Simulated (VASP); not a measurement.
# SiC: relaxation of cell and atoms with PBE

SiC:

```
CELL_PARAMETERS angstrom
3.07600 0.00000 0.00000
-1.53800 2.66389 0.00000
0.00000 0.00000 5.04800
ATOMIC_POSITIONS crystal
Si 0.66667 0.33333 0.50000
Si 0.33333 0.66667 0.00000
C 0.66667 0.33333 0.88500
C 0.33333 0.66667 0.38500
```

```json
{"Program": "VASP 6.6.1", "Task": "relaxation of cell and atoms", "Functional": "PBE", "Potentials or basis": "VASP PAW PBE potentials, release 64 (Si, C)", "Cutoff": "600 eV", "k mesh": "10 × 10 × 5", "Occupations": "fermi-dirac, width 0.05 eV", "Spin": "no spin polarisation", "Dipole correction": "no", "Further INCAR settings": "ALGO = Normal; EDIFF = 1e-06; IBRION = 2; EDIFFG = -0.01; NSW = 60; ISIF = 3"}
```

| Property | Result |
| --- | --- |
| Relaxed volume | 10.49 Å³/atom |
| Relaxed cell | a = 3.091 Å, b = 3.091 Å, c = 5.073 Å, α = 90.00°, β = 90.00°, γ = 120.00° |
| Space group after relaxing (to 0.1 Å) | P6_3mc (No. 186) |
| Energy gained by relaxing | 10.6 meV/atom |
| Ionic steps | 7 |
| Pressure after relaxing | 0.0 GPa |
| Band gap on the k mesh | 2.45 eV (least direct gap 3.94 eV) |

Step by step:
| step | energy change (eV) | largest force (eV/Å) | pressure (GPa) | volume (Å³) |
| --- | --- | --- | --- | --- |
| 1 | 0.0000 | 0.7526 | 3.50 | 41.36 |
| 2 | -0.0031 | 0.6273 | -3.42 | 42.73 |
| 3 | -0.0391 | 0.0842 | -0.44 | 42.06 |
| 4 | -0.0422 | 0.0243 | 0.06 | 41.97 |
| 5 | -0.0422 | 0.0121 | 0.00 | 41.98 |
| 6 | -0.0422 | 0.0114 | 0.00 | 41.98 |
| 7 | -0.0422 | 0.0004 | 0.00 | 41.98 |

Final structure:
```xyz
4
Lattice="3.0911 0.0000 0.0000 -1.5455 2.6769 0.0000 0.0000 0.0000 5.0730" Properties=species:S:1:pos:R:3 pbc="T T T"
Si    1.5455    0.8923    2.5598
Si    0.0000    1.7846    0.0233
C     1.5455    0.8923    4.4663
C     0.0000    1.7846    1.9298
```

Levels at points of the mesh, in eV from the valence-band top:
| k point | band 4 | band 5 | band 6 | band 7 | band 8 | band 9 | band 10 | band 11 | band 12 |
| --- | --- | --- | --- | --- | --- | --- | --- | --- | --- |
| (0.00, 0.00, 0.00) | -1.31 | -1.31 | -0.11 | 0.00 | 0.00 | 4.68 | 6.05 | 6.58 | 6.58 |
| (0.50, 0.00, 0.00) | -6.25 | -5.38 | -3.29 | -3.24 | -1.19 | 2.75 | 4.21 | 6.77 | 7.07 |

Run time: 65 s on 1 thread of Intel(R) Xeon(R) Platinum 8488C (Sapphire Rapids), with other jobs on the host, peak memory 0.18 GiB.

A k mesh can miss the band edges. PBE usually gives volumes a little too large and moduli too small.
